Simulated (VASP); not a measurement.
# Ti (Im-3m) in VASP: further runs, part 2 of 2

VASP 6.6.1. The steps go on from the part before.

### Step 4. Single point, PBEsol

This run uses another cell than the first one, of 16.54 Å³/atom, 1.079 times its volume.

File INCAR:

```
PREC = Accurate ; ENCUT = 520
EDIFF = 1E-7 ; ISMEAR = 1
SIGMA = 0.1 ; LREAL = F
LASPH = T ; NELM = 100
ALGO = Normal ; ISIF = 2
LWAVE = F ; LCHARG = F
GGA = PS ; NBANDS = 12
```

File KPOINTS:

```
Automatic mesh
0
Gamma
  13 13 13
```

File POSCAR:

```
Ti
1.0
   -1.6050301480      1.6050301480      1.6050301480
    1.6050301480     -1.6050301480      1.6050301480
    1.6050301480      1.6050301480     -1.6050301480
Ti
1
Direct
    0.0000000000      0.0000000000      0.0000000000
```

Potentials or basis: VASP PAW PBE potentials, release 64 (Ti_sv).

Command:

```sh
> cat potpaw_PBE.64/Ti_sv/POTCAR > POTCAR
> mpirun -np 1 vasp_std > vasp.out
```

OUTCAR:

```text
PREC = Accurate
   ENCUT = 520
   EDIFF = 1E-7
   ISMEAR = 1
   LREAL = F
   LASPH = T
   NELM = 100
   ISIF = 2
   GGA = PS

 ion  position               nearest neighbor table
   1  0.000  0.000  0.000-

  LATTYP: Found a body centered cubic cell.
 ALAT       =     3.2100602960

  Lattice vectors:

 A1 = (  -1.6050301480,   1.6050301480,   1.6050301480)
 A2 = (   1.6050301480,  -1.6050301480,   1.6050301480)
 A3 = (   1.6050301480,   1.6050301480,  -1.6050301480)

Analysis of symmetry for initial positions (statically):
=====================================================================
 Subroutine PRICEL returns:
 Original cell was already a primitive cell.

 Routine SETGRP: Setting up the symmetry group for a
 body centered cubic supercell.

 Subroutine GETGRP returns: Found 48 space group operations
 (whereof 48 operations were pure point group operations)
 out of a pool of 48 trial point group operations.

The static configuration has the point symmetry O_h .

Analysis of symmetry for dynamics (positions and initial velocities):
=====================================================================
[... 161 lines left out ...]
 fundamental gap:      0.0131591140
 Fermi energy:         8.4641302991

 k-point     1 :       0.0000    0.0000    0.0000
  band No.  band energies     occupation
      1     -47.7334      2.00000
      2     -23.6213      2.00000
      3     -23.6213      2.00000
      4     -23.6213      2.00000
      5       2.4174      2.00000
      6       9.4968     -0.00000
      7       9.4968     -0.00000
      8       9.4968     -0.00000
      9      11.3790      0.00000
     10      11.3790      0.00000
     11      26.2421      0.00000
     12      26.2421      0.00000
[... 331 lines left out ...]
 k-point    24 :       0.2308    0.0769    0.0769
  band No.  band energies     occupation
      1     -47.6154      2.00000
      2     -24.1879      2.00000
      3     -23.7903      2.00000
      4     -23.6646      2.00000
      5       5.4314      2.00000
      6       8.2982      2.04072
      7       8.4545      1.16282
      8      11.2630      0.00000
      9      11.5705      0.00000
     10      12.2501      0.00000
     11      21.3177      0.00000
     12      23.0825      0.00000

 [... further k-points ...]
[... 5 lines left out ...]
  --------------------------------------------------------------------------------------
  -------------------------------------------------------------------------------------
  Total       -0.0297807     -0.0297807     -0.0297807      0.0000000      0.0000000     -0.0000000
  in kB       -2.8849309     -2.8849309     -2.8849309      0.0000000      0.0000000     -0.0000000
  external PRESSURE =      -2.8849309 kB  Pullay stress =       0.0000000 kB

 VOLUME and BASIS-vectors are now :
 -----------------------------------------------------------------------------
  energy-cutoff  :      520.00
  volume of cell :       16.54
      direct lattice vectors                 reciprocal lattice vectors
    -1.605030148  1.605030148  1.605030148     0.000000000  0.311520628  0.311520628
     1.605030148 -1.605030148  1.605030148     0.311520628  0.000000000  0.311520628
     1.605030148  1.605030148 -1.605030148     0.311520628  0.311520628  0.000000000

 POSITION                                       TOTAL-FORCE (eV/Angst)
 -----------------------------------------------------------------------------------
      0.00000      0.00000      0.00000        -0.000000      0.000000      0.000000
 -----------------------------------------------------------------------------------
    total drift:                               -0.000000     -0.000000      0.000000

  FREE ENERGIE OF THE ION-ELECTRON SYSTEM (eV)
  ---------------------------------------------------
  free  energy   TOTEN  =        -8.2362041270 eV

  energy  without entropy=       -8.2366429149  energy(sigma->0) =       -8.23635039
```

OSZICAR:

```text
N       E                     dE             d eps       ncg     rms          rms(c)
DAV:   1     0.855975477833E+02    0.85598E+02   -0.66504E+03  2020   0.122E+03
DAV:   2    -0.519371832603E+01   -0.90791E+02   -0.88213E+02  2056   0.298E+02
DAV:   3    -0.920981415458E+01   -0.40161E+01   -0.39579E+01  2676   0.648E+01
DAV:   4    -0.931276966414E+01   -0.10296E+00   -0.10278E+00  2284   0.867E+00
DAV:   5    -0.931531535943E+01   -0.25457E-02   -0.25456E-02  2312   0.122E+00    0.907E+00
DAV:   6    -0.823312198160E+01    0.10822E+01   -0.24678E+00  2184   0.225E+01    0.228E+00
DAV:   7    -0.822557192436E+01    0.75501E-02   -0.86578E-02  2424   0.319E+00    0.130E+00
DAV:   8    -0.823576728176E+01   -0.10195E-01   -0.39384E-02  2104   0.226E+00    0.102E-01
DAV:   9    -0.823614968300E+01   -0.38240E-03   -0.25455E-03  2456   0.469E-01    0.805E-02
DAV:  10    -0.823622765718E+01   -0.77974E-04   -0.29061E-04  2152   0.180E-01    0.154E-02
DAV:  11    -0.823620403363E+01    0.23624E-04   -0.26497E-05  2396   0.755E-02    0.720E-03
DAV:  12    -0.823620412705E+01   -0.93419E-07   -0.95334E-07  2656   0.995E-03
   1 F= -.82362041E+01 E0= -.82363504E+01  d E =0.438788E-03
```

stdout:

```text
POSCAR found type information on POSCAR Ti
 POSCAR found :  1 types and       1 ions
 scaLAPACK will be used
 -----------------------------------------------------------------------------
|                                                                             |
|                                                                             |
|     You enforced a specific xc type in the INCAR file but a different       |
|     I HOPE YOU KNOW WHAT YOU ARE DOING!                                     |
|                                                                             |
 -----------------------------------------------------------------------------

 LDA part: xc-table for (Slater+PW92), standard interpolation
 POSCAR, INCAR and KPOINTS ok, starting setup
 FFT: planning ... GRIDC
 FFT: planning ... GRID_SOFT
 FFT: planning ... GRID
 WAVECAR not read
 entering main loop
```

Run time: 29 s. Hardware: 1 thread of AMD EPYC 7R43 (Zen 3), shared host; peak memory 0.11 GiB.

What came out:

* Free energy: -8.2362 eV
* Pressure: -0.3 GPa
* Band gap on the k mesh: zero (band 6 reaches 9.50 eV, above the bottom of band 7 at 7.91 eV)

Caveat: the PAW data sets were made with another functional, which shifts forces and pressure a little.

### Step 5. Relaxation of cell and atoms, PBEsol

This run uses another cell than the first one, of 17.68 Å³/atom, 1.153 times its volume.

File INCAR:

```
PREC = Accurate
ENCUT = 600
EDIFF = 1E-6
ISMEAR = 1
SIGMA = 0.1
LREAL = F
LASPH = T
NELM = 80
ALGO = Normal
ISIF = 3
LWAVE = F
LCHARG = F
GGA = PS
IBRION = 2
NSW = 80
EDIFFG = -0.005
```

File KPOINTS:

```
regular mesh
0
Gamma
  13 13 13
```

File POSCAR:

```
Ti
1.0
   -1.6410000000      1.6410000000      1.6410000000
    1.6410000000     -1.6410000000      1.6410000000
    1.6410000000      1.6410000000     -1.6410000000
Ti
1
Direct
    0.0000000000      0.0000000000      0.0000000000
```

Command:

```sh
> cat potpaw_PBE.64/Ti_sv/POTCAR > POTCAR
> mpirun -np 1 vasp_std > vasp.out
```

Run time: 48 s. Hardware: 1 thread of AMD EPYC 7R43 (Zen 3), shared host; peak memory 0.12 GiB.

The run converged. Its results:

| Item | Value |
| --- | --- |
| Free energy | -8.2367 eV |
| Relaxed volume | 16.50 Å³/atom |
| Relaxed cell | a = 2.778 Å, b = 2.778 Å, c = 2.778 Å, α = 109.47°, β = 109.47°, γ = 109.47° |
| Space group after relaxing (to 0.05 Å) | Im-3m (No. 229) |
| Energy gained by relaxing | 27.3 meV/atom |
| Ionic steps | 3 |
| Pressure after relaxing | 0.0 GPa |
| Band gap on the k mesh | zero (band 6 reaches 9.53 eV, above the bottom of band 7 at 7.94 eV) |

The path:
| step | energy change (eV) | largest force (eV/Å) | pressure (GPa) | volume (Å³) |
| --- | --- | --- | --- | --- |
| 1 | 0.0000 | 0.0000 | -7.02 | 17.68 |
| 2 | -0.0151 | 0.0000 | 5.53 | 15.77 |
| 3 | -0.0273 | 0.0000 | 0.00 | 16.50 |

Final structure:
```
Ti
1.0
    -1.60367    1.60367    1.60367
     1.60367   -1.60367    1.60367
     1.60367    1.60367   -1.60367
Ti
1
Direct
  0.00000 0.00000 0.00000
```

Levels at points of the mesh, in eV from the Fermi level:
```
           k point  band 4  band 5  band 6  band 7  band 8  band 9
(0.00, 0.00, 0.00)  -32.08   -6.05    1.03    1.03    1.03    2.92
```

Caveat: the PAW data sets were made with another functional, which shifts forces and pressure a little.

### Step 6. The runs side by side

| task | level | potentials or basis | cell | cutoff (eV) | gap on the mesh (eV) | pressure (GPa) |
| --- | --- | --- | --- | --- | --- | --- |
| single point | BLYP+D3(BJ) | VASP PAW PBE potentials, release 64 (Ti_sv) | a = 2.710 Å, angles 109.5°, 1 atom | 520 | none | -0.1 |
| single point | LDA | VASP PAW LDA potentials, release 64 (Ti_sv) | a = 2.742 Å, angles 109.5°, 1 atom | 520 | none | -0.1 |
| single point | PBEsol | VASP PAW PBE potentials, release 64 (Ti_sv) | a = 2.780 Å, angles 109.5°, 1 atom | 520 | none | -0.3 |
| relaxation of cell and atoms | PBEsol | VASP PAW PBE potentials, release 64 (Ti_sv) | relaxed from a = 2.842 Å, angles 109.5°, 1 atom | 600 | none | 0.0 |

Alike in all rows: no spin polarisation; k mesh 13 × 13 × 13; smearing methfessel-paxton 0.1 eV.

Caveats: the PAW data sets were made with another functional, which shifts forces and pressure a little (some runs); pairwise dispersion overbinds metals, which lowers pressure and volume (some runs).

Total energies depend on the potentials used, so only differences within one code and one set of settings carry meaning.
